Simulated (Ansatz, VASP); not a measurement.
## One calculation of MoS2, two programs

File INCAR:

```
ALGO = Normal
EDIFF = 1E-7
EDIFFG = -0.005
ENCUT = 600
GGA = PE
IBRION = 2
ISIF = 3
ISMEAR = 0
LASPH = True
LCHARG = False
LREAL = False
LWAVE = False
NELM = 80
NSW = 100
PREC = Accurate
SIGMA = 0.02
```

File KPOINTS:

```
k-points
0
Gamma
  12 12 2
```

Contents of POSCAR:

```
MoS2
1.0
    3.1850687473      0.0000000029      0.0000000000
   -1.5925343762      2.7583504466      0.0000000000
    0.0000000000      0.0000000000     14.8079792965
Mo S
2 4
Direct
    0.6666666667      0.3333333333      0.2500000000
    0.3333333333      0.6666666667      0.7500000000
    0.6666666667      0.3333333333      0.6444802368
    0.3333333333      0.6666666667      0.3555197632
    0.6666666667      0.3333333333      0.8555197632
    0.3333333333      0.6666666667      0.1444802368
```

Input for Ansatz:

```yaml
crystal:
  lattice:
    - [3.1850687473, 2.9e-09, 0.0]
    - [-1.5925343762, 2.7583504466, 0.0]
    - [0.0, 0.0, 14.8079792965]
  atoms:
    - { symbol: Mo, position: [0.6666666667, 0.3333333333, 0.25] }
    - { symbol: Mo, position: [0.3333333333, 0.6666666667, 0.75] }
    - { symbol: S, position: [0.6666666667, 0.3333333333, 0.6444802368] }
    - { symbol: S, position: [0.3333333333, 0.6666666667, 0.3555197632] }
    - { symbol: S, position: [0.6666666667, 0.3333333333, 0.8555197632] }
    - { symbol: S, position: [0.3333333333, 0.6666666667, 0.1444802368] }
basis:
  ecutwfc: 420
kpoints:
  mp_grid: { grid: [12, 12, 2] }
hamiltonian:
  xc: pbe
scf:
  occupations: { method: gaussian, width: 0.02 }
output:
  forces: true
  stress: true
  eigenvalues: true
relax:
  adjacent_minimum: "off"
  f_tol: 0.005
  max_steps: 80
  cell: { stress_tol: 0.05 }
```

Alike in both runs: task relaxation of cell and atoms; functional PBE; k mesh 12 × 12 × 2; occupations gaussian, width 0.02 eV; no spin polarisation.

```csv
,VASP,Ansatz
version,VASP 6.6.1,Ansatz 0.2.0
potentials or method,"VASP PAW PBE potentials, release 64 (Mo_sv, S), cutoff 600 eV","scalar-relativistic, plane waves, PAW"
valence electrons in the cell,52,52
```

```csv
,VASP,Ansatz,Ansatz less VASP
"gap on the k mesh at the Fermi level, each at its own relaxed structure (eV)",1.46,1.45,-0.012
relaxed volume (Å³/atom),21.67,21.68,+0.015
relaxed cell length with the largest relative difference (Å),14.804,14.808,+0.0044
```
